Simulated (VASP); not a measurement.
Input of a VASP 6.6.1 run:

Contents of INCAR:

```
SYSTEM = Al16Co16Si
PREC = Accurate
ENCUT = 520
EDIFF = 1E-6
ISMEAR = 1
SIGMA = 0.1
LREAL = Auto
LASPH = .TRUE.
NELM = 120
ALGO = Normal
ISIF = 2
LWAVE = .FALSE.
LCHARG = .TRUE.
GGA = PE
LELF = .TRUE.
LVHAR = .TRUE.
NBANDS = 120
GGA_COMPAT = .FALSE.
```

File KPOINTS:

```
regular mesh
0
G
  1 1 1
  0 0 0
```

The input POSCAR:

```
Al16Co16Si
1.0
    0.0000000000      5.7030923000      5.7030923000
    5.7030923000      0.0000000000      5.7030923000
    5.7030923000      5.7030923000      0.0000000000
Al Co Si
16 16 1
Direct
   -0.0041795746      0.0008534843      0.0059289765
    0.2349328977      0.2415209026      0.2940090940
   -0.0111122171      0.0086930033      0.5014376148
    0.2355112682      0.2393823260      0.7631951705
    0.0119637727      0.4961330365     -0.0056380816
    0.2474654846      0.7539605312      0.2402374761
   -0.0080064459      0.5057900781      0.5001261333
    0.2260391262      0.7871003596      0.7580801384
    0.5083059939     -0.0278792612      0.0077338745
    0.7580887302      0.2436998959      0.2413573072
    0.4966125132      0.0050614646      0.5021740574
    0.7464479402      0.2479504847      0.7585767988
    0.4964472520      0.4978100214     -0.0000649648
    0.7605274072      0.7562719965      0.2385270882
    0.5573762150      0.5304481921      0.3815146039
    0.7469011154      0.7647384560      0.7262384654
    0.1231598514      0.1214365757      0.1319205372
    0.3715171329      0.3794894745      0.3814834805
    0.1099366742      0.1336697637      0.6369049998
    0.3768197825      0.2993016613      0.9702730920
    0.1260363610      0.6216274985      0.1256702438
    0.3690157706      0.8721812200      0.3837758333
    0.1178498374      0.6412067888      0.6080510919
    0.3747133814      0.8742881472      0.8743025253
    0.6278296601      0.1189427532      0.1339316392
    0.8818273904      0.3735852215      0.3743933795
    0.6044702275      0.1605759563      0.6210131826
    0.8728444567      0.3775631511      0.8712593517
    0.6515429358      0.6285659273      0.0681881828
    0.8725105150      0.8779487928      0.3723432637
    0.6076715609      0.6256979218      0.6137060065
    0.8725720606      0.8760485956      0.8721019648
    0.3804655239      0.4790248617      0.6965010894
```

Potentials or basis: VASP PAW PBE potentials, release 64 (Al, Co, Si).

Command:

```console
$ cat potpaw_PBE.64/Al/POTCAR potpaw_PBE.64/Co/POTCAR potpaw_PBE.64/Si/POTCAR > POTCAR
$ mpirun -np 1 vasp_gam > vasp.out
```

(1) What does it give for the pressure?

(2) What does it give for the largest force?

Results:

(1) 9.6 GPa.

(2) 0.079 eV/Å.

Caveat: the k points lie up to 0.95 Å⁻¹ apart, too coarse for converged energies, forces and pressures.
